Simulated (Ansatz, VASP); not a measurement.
This is a calculation of AlRu for VASP 6.6.1.

File INCAR:

```
SYSTEM = AlRu
PREC     = Accurate       ! precision mode
ENCUT    = 600            ! plane-wave cutoff, eV
EDIFF    = 1E-6           ! SCF threshold, eV
ISMEAR   = -1             ! smearing method
SIGMA    = 0.05           ! smearing width, eV
LREAL    = .FALSE.        ! projectors in reciprocal space
LASPH    = .TRUE.         ! aspherical terms in the spheres
NELM     = 60             ! most SCF steps
ALGO     = Fast           ! electronic algorithm
ISIF     = 3              ! what is computed and relaxed
LWAVE    = .FALSE.        ! write WAVECAR
LCHARG   = .FALSE.        ! write CHGCAR
GGA      = B5             ! functional
ALDAX    = 1.0          
AGGAX    = 1.0          
AGGAC    = 1.0          
ALDAC    = 0.0          
IBRION   = 2              ! ionic algorithm
NSW      = 60             ! ionic steps
EDIFFG   = -0.01          ! ionic threshold
```

The input KPOINTS:

```
regular mesh
0
G
  9 9 9
  0 0 0
```

File POSCAR:

```
AlRu
1.0
    2.9916000000      0.0000000000      0.0000000000
    0.0000000000      2.9916000000      0.0000000000
    0.0000000000      0.0000000000      2.9916000000
Ru Al
1 1
Direct
    0.5000000000      0.5000000000      0.5000000000
    0.0000000000      0.0000000000      0.0000000000
```

Potentials or basis: VASP PAW PBE potentials, release 64 (Ru_pv, Al).

The run is started by

```bash
$ cat potpaw_PBE.64/Ru_pv/POTCAR potpaw_PBE.64/Al/POTCAR > POTCAR
$ mpirun -np 1 vasp_std > vasp.out
```

Task: Set up the same calculation for Ansatz 0.2.0. Potentials there: Ansatz PAW.

Result: As run (the cutoff follows the program's own potentials):

input.yaml

```yaml
crystal:
  lattice:
    - [2.9916, 0.0, 0.0]
    - [0.0, 2.9916, 0.0]
    - [0.0, 0.0, 2.9916]
  atoms:
    - { symbol: Ru, position: [0.5, 0.5, 0.5] }
    - { symbol: Al, position: [0.0, 0.0, 0.0] }
hamiltonian:
  xc: blyp
  pseudopotentials: { kind: paw }
kpoints:
  mp_grid: { grid: [9, 9, 9] }
scf:
  occupations: { method: fermi_dirac, width: 0.05 }
output:
  forces: true
  stress: true
  eigenvalues: true
relax:
  f_tol: 0.01
  max_steps: 40
  cell: { stress_tol: 0.05 }
```

Potentials or basis: Ansatz PAW.

Launch:

```console
$ ansatz run input.yaml --threads 2 --pin off --max-ram 5632MiB --backend cpu --events-out ev --progress --plain --runs-dir out
```

Both were run:

|  | VASP | Ansatz | Ansatz less VASP |
| --- | --- | --- | --- |
| gap on the k mesh at the Fermi level, each at its own relaxed structure (eV) | none | none | - |
| relaxed volume (Å³/atom) | 14.04 | 14.00 | -0.036 |
| relaxed cell length with the largest relative difference (Å) | 3.039 | 3.037 | -0.0026 |

VASP's potentials were made for PBE, not for BLYP. A gap of «none» marks a metal or a gap that the smearing closes. VASP's potentials hold 17 valence electrons a cell and Ansatz's 19, so a difference there can come from the potentials and not from the codes.

Noted on Ansatz's run: the plane-wave basis is chosen anew once the cell has moved, so the energies of steps on either side of that aren't comparable.
